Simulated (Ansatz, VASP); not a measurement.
This is a calculation of SnTe for VASP 6.6.1.

File INCAR:

```
AGGAC = 1.0
AGGAX = 1.0
ALDAC = 0.0
ALDAX = 1.0
ALGO = Normal
EDIFF = 1E-6
ENCUT = 520
GGA = B5
ISIF = 2
ISMEAR = -1
IVDW = 13
LASPH = T
LCHARG = F
LREAL = F
LWAVE = F
NBANDS = 17
NELM = 60
PREC = Accurate
SIGMA = 0.05
VDW_A1 = 0.44488865
VDW_A2 = 4.0933009
VDW_S6 = 1.0
VDW_S8 = 2.34076671
```

Contents of KPOINTS:

```
k-points
0
Gamma
  7 7 7
```

The input POSCAR:

```
SnTe
1.0
    0.0000000000      3.1508500000      3.1508500000
    3.1508500000      0.0000000000      3.1508500000
    3.1508500000      3.1508500000      0.0000000000
Te Sn
1 1
Direct
    0.5000000000      0.5000000000      0.5000000000
    0.0000000000      0.0000000000      0.0000000000
```

Potentials or basis: VASP PAW PBE potentials, release 64 (Te, Sn_d).

Run with:

```bash
$ cat potpaw_PBE.64/Te/POTCAR potpaw_PBE.64/Sn_d/POTCAR > POTCAR
$ mpirun -np 1 vasp_std > vasp.out
```

Translate it to Ansatz 0.2.0. Potentials there: Ansatz PAW.

As run (the cutoff follows the program's own potentials):

File input.yaml:

```yaml
crystal:
  lattice:
    - [0.0, 3.15085, 3.15085]
    - [3.15085, 0.0, 3.15085]
    - [3.15085, 3.15085, 0.0]
  atoms:
    - { symbol: Te, position: [0.5, 0.5, 0.5] }
    - { symbol: Sn, position: [0.0, 0.0, 0.0] }
hamiltonian:
  xc: blyp
  pseudopotentials: { kind: paw }
  dispersion: d4
kpoints:
  mp_grid: { grid: [7, 7, 7] }
scf:
  occupations: { method: fermi_dirac, width: 0.05 }
output:
  forces: true
  stress: true
  eigenvalues: true
```

Potentials or basis: Ansatz PAW.

The run is started by

```console
$ ansatz run input.yaml --threads 2 --pin off --max-ram 5120MiB --backend cpu --events-out ev --progress --plain --runs-dir out
```

Both were run:

|  | VASP | Ansatz | Ansatz less VASP |
| --- | --- | --- | --- |
| pressure (GPa) | 1.9 | 1.8 | -0.10 |

VASP's potentials were made for PBE, not for BLYP. VASP's potentials hold 20 valence electrons a cell and Ansatz's 30, so a difference there can come from the potentials and not from the codes.

Spin-orbit coupling is off throughout.
